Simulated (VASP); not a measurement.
Set up this calculation in VASP 6.6.1, as the native input.

- Task: single point
- Functional: PBE
- Potentials or basis: VASP PAW PBE potentials, release 64 (H, Si, Cl)
- Cutoff: 520 eV
- k mesh: 2 × 2 × 1
- Occupations: fermi-dirac, width 0.02 eV
- Spin: no spin polarisation
- Dipole correction: no
- Further INCAR settings: LREAL = Auto; ALGO = Normal; EDIFF = 1e-06; NBANDS = 74

The structure of Si10H5Cl lies in POSCAR:

```
Si10H5Cl
1.0
    7.6791800000      0.0000000000      0.0000000000
    0.0000000000      7.6791800000      0.0000000000
    0.0000000000      0.0000000000     20.2543620000
H Si Cl
10 20 2
Direct
    0.4093920184      0.0000000000      0.0493720809
    0.0906079816      0.0000000000      0.0493720809
    0.9093920184      0.0000000000      0.0493720809
    0.5906079816      0.0000000000      0.0493720809
    0.4093920184      0.5000000000      0.0493720809
    0.0906079816      0.5000000000      0.0493720809
    0.9093920184      0.5000000000      0.0493720809
    0.5906079816      0.5000000000      0.0493720809
    0.2314426801      0.1160578343      0.4361415581
    0.7508262601      0.4720005261      0.4262283354
    0.2500000000      0.0000000000      0.0921036170
    0.7500000000      0.0000000000      0.0921036170
    0.2500000000      0.5000000000      0.0921036170
    0.7500000000      0.5000000000      0.0921036170
    0.2484041265      0.2498447751      0.1568836876
    0.7469827508      0.2494012382      0.1574777325
    0.2492945861      0.7497383835      0.1622529014
    0.7485347394      0.7508924130      0.1624150887
   -0.0014030144      0.2485560958      0.2225883491
    0.4956473217      0.2494343146      0.2241107866
   -0.0010997268      0.7509360374      0.2322005008
    0.4980225753      0.7504947143      0.2331434088
    0.0018179024      0.0108472519      0.2967724187
    0.4933844499      0.0104434328      0.2981641683
   -0.0054133384      0.4888412565      0.2947774904
    0.4979079798      0.4896757206      0.2974461995
    0.2455125417      0.0925904849      0.3613536679
    0.7484598616      0.0901565011      0.3548219885
    0.2425340987      0.4007248170      0.3541075251
    0.7482168669      0.4058504945      0.3566929928
    0.2127106019      0.4420389937      0.4583686714
   -0.2501700702     -0.0107093466      0.4508323195
```

The input as run:

INCAR

```
SYSTEM = Si10H5Cl
ALGO     = Normal         ! electronic algorithm
EDIFF    = 1E-6           ! SCF threshold, eV
ENCUT    = 520            ! plane-wave cutoff, eV
GGA      = PE             ! functional
ISIF     = 2              ! what is computed and relaxed
ISMEAR   = -1             ! smearing method
LASPH    = .True.         ! aspherical terms in the spheres
LCHARG   = .True.         ! write CHGCAR
LELF     = .True.         ! ELF
LREAL    = Auto         
LVHAR    = .True.       
LWAVE    = .False.        ! write WAVECAR
NBANDS   = 74             ! bands
NELM     = 80             ! most SCF steps
PREC     = Accurate       ! precision mode
SIGMA    = 0.02           ! smearing width, eV
```

KPOINTS

```
k-points
0
Gamma
  2 2 1
  0 0 0
```

Potentials or basis: VASP PAW PBE potentials, release 64 (H, Si, Cl).

Launch:

```sh
$ cat potpaw_PBE.64/H/POTCAR potpaw_PBE.64/Si/POTCAR potpaw_PBE.64/Cl/POTCAR > POTCAR
$ mpirun -np 1 vasp_std > vasp.out
```

It gave:

```
Largest force          : 1.042 eV/Å
Band gap on the k mesh : 1.39 eV, indirect (least direct gap 1.61 eV)
```

Wall time 35 min on 1 thread of Oxide Virtual Turin-like Processor (shared host), peak memory 1.1 GiB.
